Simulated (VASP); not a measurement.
# Pd (Pm-3m) in VASP: notebook, part 2 of 2

VASP 6.6.1. Earlier steps stand in the parts before.

## Step 3: Single point, revPBE, collinear spin (16.08 Å³/atom)

This run uses another cell than the first one, of 16.08 Å³/atom.

File INCAR:

```
SYSTEM = Pd
ALGO = Normal ; EDIFF = 1E-6
ENCUT = 520 ; GGA = RE
ISIF = 2 ; ISMEAR = -1
ISPIN = 2 ; LASPH = .True.
LCHARG = .False. ; LMAXMIX = 4
LORBIT = 11 ; LREAL = .False.
LWAVE = .False. ; MAGMOM = 0.5 -0.5
NBANDS = 21 ; NELM = 150
PREC = Accurate ; SIGMA = 0.05
```

File KPOINTS:

```
k-points
0
Gamma
  12 12 12
  0 0 0
```

File POSCAR:

```
Pd
1.0
    0.0000000000      2.5238262862      2.5238262862
    2.5238262862      0.0000000000      2.5238262862
    2.5238262862      2.5238262862      0.0000000000
Pd
2
Direct
    0.0000000000      0.0000000000      0.0000000000
    0.5000000000      0.5000000000      0.5000000000
```

Potentials or basis: VASP PAW PBE potentials, release 64 (Pd).

The run is started by

```
> cat potpaw_PBE.64/Pd/POTCAR > POTCAR
> mpirun -np 1 vasp_std > vasp.out
```

OUTCAR:

```text
SYSTEM = Pd
   EDIFF = 1E-6
   ENCUT = 520
   GGA = RE
   ISIF = 2
   ISMEAR = -1
   ISPIN = 2
   LASPH = .True.
   LORBIT = 11
   LREAL = .False.
   NELM = 150
   PREC = Accurate

 ion  position               nearest neighbor table
   1  0.000  0.000  0.000-   2 2.52   2 2.52   2 2.52   2 2.52   2 2.52   2 2.52
   2  0.500  0.500  0.500-   1 2.52   1 2.52   1 2.52   1 2.52   1 2.52   1 2.52

  LATTYP: Found a face centered cubic cell.
 ALAT       =     5.0476525724

  Lattice vectors:

 A1 = (   0.0000000000,   2.5238262862,   2.5238262862)
 A2 = (   2.5238262862,   0.0000000000,   2.5238262862)
 A3 = (   2.5238262862,   2.5238262862,   0.0000000000)

Analysis of symmetry for initial positions (statically):
=====================================================================
 Subroutine PRICEL returns following result:

  LATTYP: Found a simple cubic cell.
 ALAT       =     2.5238262862
[... 12 lines left out ...]
 Subroutine GETGRP returns: Found 48 space group operations
 (whereof 48 operations were pure point group operations)
 out of a pool of 48 trial point group operations.

The static configuration has the point symmetry O_h .

Analysis of symmetry for dynamics (positions and initial velocities):
=====================================================================
 Subroutine PRICEL returns following result:

  LATTYP: Found a simple cubic cell.
 ALAT       =     2.5238262862
[... 12 lines left out ...]
 Subroutine GETGRP returns: Found 48 space group operations
 (whereof 48 operations were pure point group operations)
 out of a pool of 48 trial point group operations.

The dynamic configuration has the point symmetry O_h .

Analysis of structural, dynamic, and magnetic symmetry:
=====================================================================
 Subroutine PRICEL returns following result:

  LATTYP: Found a simple cubic cell.
 ALAT       =     2.5238262862
[... 12 lines left out ...]
 Subroutine GETGRP returns: Found 48 space group operations
 (whereof 48 operations were pure point group operations)
 out of a pool of 48 trial point group operations.

The overall configuration has the point symmetry O_h .

 Subroutine INISYM returns: Found 48 space group operations
 (whereof 48 operations are pure point group operations),
 and found     2 'primitive' translations

----------------------------------------------------------------------------------------

                                     Primitive cell

  volume of cell :      16.0760

  direct lattice vectors                    reciprocal lattice vectors
    -2.523826286  0.000000000  0.000000000    -0.396223783  0.000000000  0.000000000
     0.000000000  0.000000000  2.523826286     0.000000000  0.000000000  0.396223783
     0.000000000  2.523826286  0.000000000     0.000000000  0.396223783  0.000000000

  length of vectors
     2.523826286  2.523826286  2.523826286     0.396223783  0.396223783  0.396223783

  position of ions in fractional coordinates (direct lattice)
     0.000000000  0.000000000  0.000000000

  ion indices of the primitive-cell ions
   primitive index   ion index
                 1           1

----------------------------------------------------------------------------------------

 KPOINTS: k-points

Automatic generation of k-mesh.
 Grid dimensions read from file:
 generate k-points for:   12   12   12

[... 58 lines left out ...]
   LNONCOLLINEAR =      F non collinear calculations
   LSORBIT =      F    spin-orbit coupling
   LASPH  =      T    aspherical Exc in radial PAW
   ENCUT  =  520.0 eV  38.22 Ry    6.18 a.u.   6.64  6.64  6.64*2*pi/ulx,y,z
   NELM   =    150;   NELMIN=  2; NELMDL= -5     # of ELM steps
   EDIFF  = 0.1E-05   stopping-criterion for ELM
   LREAL  =      F    real-space projection
   EDIFFG = 0.1E-04   stopping-criterion for IOM
   NSW    =      0    number of steps for IOM
   IBRION =     -1    ionic relax: 0-MD 1-quasi-New 2-CG
   NFREE  =      0    steps in history (QN), initial steepest desc. (CG)
   ISIF   =      2    stress and relaxation
   ISYM   =      2    0-nonsym 1-usesym 2-fastsym
   POTIM  = 0.5000    time-step for ionic-motion
   TEBEG  =    0.0;   TEEND  =   0.0 temperature during run
   PSTRESS=    0.0 pullay stress
   NELECT =      20.0000    total number of electrons
   NUPDOWN=      -1.0000    fix difference up-down
   EMIN   =  10.00;   EMAX   =-10.00  energy-range for DOS
   EFERMI =   0.00;   METHOD = LEGACY
   ISMEAR =    -1;   SIGMA  =   0.05  broadening in eV -4-tet -1-fermi 0-gaus
   EFERMI_NEDOS =   21; number of points for ismear=-14 and -15
   IALGO  =     38    algorithm
   IMIX   =      4    mixing-type and parameters
     AMIX     =   0.40;   BMIX     =  1.00
     AMIX_MAG =   1.60;   BMIX_MAG =  1.00
  volume/ion in A,a.u.               =      16.08       108.49
  Fermi-wavevector in a.u.,A,eV,Ry     =   1.397490  2.640873 26.571882  1.952978
  Thomas-Fermi vector in A             =   2.520741
   LORBIT       =     11    0 simple, 1 ext, 2 COOP (PROOUT), +10 PAW based schemes
   GGA     = RE    functional components
   LHFCALC =     F    Hartree Fock is set to
   AEXX    =    0.0000 exact exchange contribution
   IVDW    =     0    specifies the selected vdW correction
   LEPSILON=     F    determine dielectric tensor
   LRPA    =     F    only Hartree local field effects (RPA)
 spin polarized calculation
  energy-cutoff  :      520.00
  volume of cell :       32.15
 maximum number of plane-waves:       893
   NGX = 13   NGY = 13   NGZ = 13

 number of electron      19.9999999 magnetization      -0.0000000

 number of electron      19.9999999 magnetization       0.0000000

 Free energy of the ion-electron system (eV)
  ---------------------------------------------------
  ext. energy  EPLUGINS =         0.00000000
  ---------------------------------------------------
  free energy    TOTEN  =        -8.31238179 eV

  energy without entropy =       -8.28770194  energy(sigma->0) =       -8.30004186

 E-fermi :   8.7690     XC(G=0): -12.4380

 val. band max:        8.7592458074   @ k =   0.1667   0.0833   0.0000
 cond. band min:       8.7812077657   @ k =   0.2500   0.0000   0.0000
 fundamental gap:      0.0219619583
 Fermi energy:         8.7690441045

 spin component 1

 k-point     1 :       0.0000    0.0000    0.0000
  band No.  band energies     occupation
      1       2.1726      1.00000
      2       3.5913      1.00000
      3       3.5913      1.00000
      4       4.2891      1.00000
      5       4.2891      1.00000
      6       4.2891      1.00000
[... 565 lines left out ...]
     20      30.7394      0.00000
     21      31.1060      0.00000

 [... further k-points ...]

 spin component 2

 k-point     1 :       0.0000    0.0000    0.0000
  band No.  band energies     occupation
      1       2.1726      1.00000
      2       3.5913      1.00000
      3       3.5913      1.00000
      4       4.2891      1.00000
      5       4.2891      1.00000
      6       4.2891      1.00000
[... 565 lines left out ...]
     20      30.7394      0.00000
     21      31.1060      0.00000

 [... further k-points ...]

------------------------ aborting loop because EDIFF is reached ----------------------------------------

  FORCE on cell =-STRESS in cart. coord.  units (eV):
  Direction    XX          YY          ZZ          XY          YZ          ZX
  --------------------------------------------------------------------------------------
  -------------------------------------------------------------------------------------
  Total        3.9148520      3.9148520      3.9148520      0.0000000      0.0000000      0.0000000
  in kB      195.0821625    195.0821625    195.0821625      0.0000000      0.0000000      0.0000000
  external PRESSURE =     195.0821625 kB  Pullay stress =       0.0000000 kB

 VOLUME and BASIS-vectors are now :
 -----------------------------------------------------------------------------
  energy-cutoff  :      520.00
  volume of cell :       32.15
      direct lattice vectors                 reciprocal lattice vectors
     0.000000000  2.523826286  2.523826286    -0.198111892  0.198111892  0.198111892
     2.523826286  0.000000000  2.523826286     0.198111892 -0.198111892  0.198111892
     2.523826286  2.523826286  0.000000000     0.198111892  0.198111892 -0.198111892

 POSITION                                       TOTAL-FORCE (eV/Angst)
 -----------------------------------------------------------------------------------
      0.00000      0.00000      0.00000         0.000000      0.000000      0.000000
      2.52383      2.52383      2.52383        -0.000000     -0.000000     -0.000000
 -----------------------------------------------------------------------------------
    total drift:                                0.000000      0.000000      0.000000

  FREE ENERGIE OF THE ION-ELECTRON SYSTEM (eV)
  ---------------------------------------------------
  free  energy   TOTEN  =        -8.3123817896 eV

  energy  without entropy=       -8.2877019361  energy(sigma->0) =       -8.30004186

 total charge

# of ion       s       p       d       tot
------------------------------------------
    1        0.543   0.413   8.581   9.538
    2        0.543   0.413   8.581   9.538
--------------------------------------------------
tot          1.087   0.826  17.163  19.076

 magnetization (x)

# of ion       s       p       d       tot
------------------------------------------
    1        0.000  -0.000  -0.000   0.000
    2       -0.000   0.000   0.000  -0.000
--------------------------------------------------
tot          0.000   0.000   0.000   0.000
```

stdout:

```text
POSCAR found type information on POSCAR Pd
 POSCAR found :  1 types and       2 ions
 scaLAPACK will be used
 -----------------------------------------------------------------------------
|                                                                             |
|                                                                             |
|     You enforced a specific xc type in the INCAR file but a different       |
|     I HOPE YOU KNOW WHAT YOU ARE DOING!                                     |
|                                                                             |
 -----------------------------------------------------------------------------

 LDA part: xc-table for (Slater+PW92), standard interpolation
 POSCAR, INCAR and KPOINTS ok, starting setup
 FFT: planning ... GRIDC
 FFT: planning ... GRID_SOFT
 FFT: planning ... GRID
 WAVECAR not read
 entering main loop
```

Run time: 2.4 min. Hardware: 1 thread of Intel Xeon 8259CL, shared host; peak memory 0.22 GiB.

Results:

```yaml
Free_energy: -8.3124 eV
Pressure: 19.5 GPa
Band_gap_on_the_k_mesh: zero (filled and empty bands overlap)
Net_moment: 0.00 μB per cell
Valence_electrons_inside_the_program's_atomic_spheres: Pd 9.54
```

Levels at points of the mesh, in eV from the Fermi level:
Spin up:
| k point | band 8 | band 9 | band 10 | band 11 | band 12 | band 13 |
| --- | --- | --- | --- | --- | --- | --- |
| (0.00, 0.00, 0.00) | 0.04 | 0.04 | 1.48 | 1.48 | 10.95 | 12.00 |
| (0.50, 0.00, 0.00) | -1.87 | -1.87 | -1.87 | 0.67 | 0.67 | 14.02 |
| (0.50, 0.50, 0.00) | -1.44 | 0.15 | 0.21 | 1.37 | 5.46 | 5.75 |
Spin down:
```tsv
k point	band 6	band 7	band 8	band 9	band 10	band 11	band 12	band 13	band 14	band 15
(0.00, 0.00, 0.00)	-4.48	0.04	0.04	0.04	1.48	1.48	10.95	12.00	12.00	12.00
(0.50, 0.00, 0.00)	-2.86	-1.87	-1.87	-1.87	-1.87	0.67	0.67	14.02	14.02	14.02
(0.50, 0.50, 0.00)	-1.78	-1.44	-1.44	0.15	0.21	1.37	5.46	5.75	5.75	12.87
```

Caveat: the cell stands under pressure; the PAW data sets were made with another functional, which shifts forces and pressure a little.

## Step 4: Single point, revPBE, collinear spin (16.81 Å³/atom)

This run uses another cell than the first one, of 16.81 Å³/atom.

File INCAR:

```
SYSTEM = Pd
PREC = Accurate
ENCUT = 520
EDIFF = 1E-6
ISMEAR = -1
SIGMA = 0.05
LREAL = .FALSE.
LASPH = .TRUE.
NELM = 150
ALGO = Normal
ISIF = 2
LWAVE = .FALSE.
LCHARG = .FALSE.
ISPIN = 2
MAGMOM = 0.5 -0.5
LORBIT = 11
LMAXMIX = 4
GGA = RE
NBANDS = 21
```

File KPOINTS:

```
Automatic mesh
0
G
  12 12 12
  0 0 0
```

File POSCAR:

```
Pd
1.0
    0.0000000000      2.5615008896      2.5615008896
    2.5615008896      0.0000000000      2.5615008896
    2.5615008896      2.5615008896      0.0000000000
Pd
2
Direct
    0.0000000000      0.0000000000      0.0000000000
    0.5000000000      0.5000000000      0.5000000000
```

The run is started by

```
> cat potpaw_PBE.64/Pd/POTCAR > POTCAR
> mpirun -np 1 vasp_std > vasp.out
```

It took 2.6 min on 1 thread of Intel Xeon 8259CL, shared host; peak memory 0.22 GiB.

It converged, with:

```yaml
Free_energy: -8.4518 eV
Pressure: 11.3 GPa
Band_gap_on_the_k_mesh: zero (filled and empty bands overlap)
Net_moment: 0.00 μB per cell
Valence_electrons_inside_the_program's_atomic_spheres: Pd 9.45
```

Levels at points of the mesh, in eV from the Fermi level:
Spin up:
```tsv
k point	band 6	band 7	band 8	band 9	band 10	band 11	band 12	band 13	band 14	band 15
(0.00, 0.00, 0.00)	-4.18	0.02	0.02	0.02	1.36	1.36	11.02	11.64	11.64	11.64
(0.50, 0.00, 0.00)	-2.68	-1.75	-1.75	-1.75	-1.75	0.66	0.66	13.62	13.62	13.62
(0.50, 0.50, 0.00)	-1.66	-1.34	-1.34	0.18	0.29	1.26	5.19	5.67	5.67	12.25
```
Spin down:
| k point | band 6 | band 7 | band 8 | band 9 | band 10 | band 11 | band 12 | band 13 | band 14 | band 15 |
| --- | --- | --- | --- | --- | --- | --- | --- | --- | --- | --- |
| (0.00, 0.00, 0.00) | -4.18 | 0.02 | 0.02 | 0.02 | 1.36 | 1.36 | 11.02 | 11.64 | 11.64 | 11.64 |
| (0.50, 0.00, 0.00) | -2.68 | -1.75 | -1.75 | -1.75 | -1.75 | 0.66 | 0.66 | 13.62 | 13.62 | 13.62 |
| (0.50, 0.50, 0.00) | -1.66 | -1.34 | -1.34 | 0.18 | 0.29 | 1.26 | 5.19 | 5.67 | 5.67 | 12.25 |

Caveat: the cell stands under pressure; the PAW data sets were made with another functional, which shifts forces and pressure a little.

## Step 5: Single point, revPBE, collinear spin (17.54 Å³/atom)

This run uses another cell than the first one, of 17.54 Å³/atom.

File INCAR:

```
PREC = Accurate ; ENCUT = 520
EDIFF = 1E-6 ; ISMEAR = -1
SIGMA = 0.05 ; LREAL = False
LASPH = True ; NELM = 150
ALGO = Normal ; ISIF = 2
LWAVE = False ; LCHARG = False
ISPIN = 2 ; MAGMOM = 0.5 -0.5
LORBIT = 11 ; LMAXMIX = 4
GGA = RE ; NBANDS = 21
```

File KPOINTS:

```
regular mesh
0
Gamma
  12 12 12
```

File POSCAR:

```
Pd
1.0
    0.0000000000      2.5980987041      2.5980987041
    2.5980987041      0.0000000000      2.5980987041
    2.5980987041      2.5980987041      0.0000000000
Pd
2
Direct
    0.0000000000      0.0000000000      0.0000000000
    0.5000000000      0.5000000000      0.5000000000
```

The run is started by

```
> cat potpaw_PBE.64/Pd/POTCAR > POTCAR
> mpirun -np 1 vasp_std > vasp.out
```

Wall time 2.6 min (1 thread of Intel Xeon 8259CL, shared host); peak memory 0.22 GiB.

The run converged. Its results:

```
Free energy                                           : -8.5249 eV
Pressure                                              : 4.9 GPa
Band gap on the k mesh                                : zero (filled and empty bands overlap)
Net moment                                            : 0.00 μB per cell
Valence electrons inside the program's atomic spheres : Pd 9.38
```

Levels at points of the mesh, in eV from the Fermi level:
Spin up:
| k point | band 7 | band 8 | band 9 | band 10 | band 11 | band 12 | band 13 | band 14 |
| --- | --- | --- | --- | --- | --- | --- | --- | --- |
| (0.00, 0.00, 0.00) | 0.01 | 0.01 | 0.01 | 1.26 | 1.26 | 11.07 | 11.30 | 11.30 |
| (0.50, 0.00, 0.00) | -1.63 | -1.63 | -1.63 | -1.63 | 0.65 | 0.65 | 13.24 | 13.24 |
| (0.50, 0.50, 0.00) | -1.26 | -1.26 | 0.15 | 0.42 | 1.16 | 4.94 | 5.60 | 5.60 |
Spin down:
```csv
k point,band 6,band 7,band 8,band 9,band 10,band 11,band 12,band 13,band 14,band 15
"(0.00, 0.00, 0.00)",-3.90,0.01,0.01,0.01,1.26,1.26,11.07,11.30,11.30,11.30
"(0.50, 0.00, 0.00)",-2.51,-1.63,-1.63,-1.63,-1.63,0.65,0.65,13.24,13.24,13.24
"(0.50, 0.50, 0.00)",-1.56,-1.26,-1.26,0.15,0.42,1.16,4.94,5.60,5.60,11.69
```

Caveat: the cell stands under pressure; the PAW data sets were made with another functional, which shifts forces and pressure a little.

## Step 6: The runs side by side

```tsv
cell	k mesh	gap on the mesh (eV)	pressure (GPa)	moment (μB)
a = 3.725 Å, angles 60.0°, 2 atoms	11 × 11 × 11	none	-0.2	0.00
a = 3.569 Å, angles 60.0°, 2 atoms	12 × 12 × 12	none	19.5	0.00
a = 3.623 Å, angles 60.0°, 2 atoms	12 × 12 × 12	none	11.3	0.00
a = 3.674 Å, angles 60.0°, 2 atoms	12 × 12 × 12	none	4.9	0.00
```

Alike in all rows: task single point; level revPBE; potentials or basis VASP PAW PBE potentials, release 64 (Pd); spin collinear; cutoff (eV) 520; smearing fermi-dirac 0.05 eV.

Caveats: the PAW data sets were made with another functional, which shifts forces and pressure a little; the cell stands under pressure (at least some runs).

Total energies depend on the potentials used, so only differences within one code and one set of settings carry meaning.
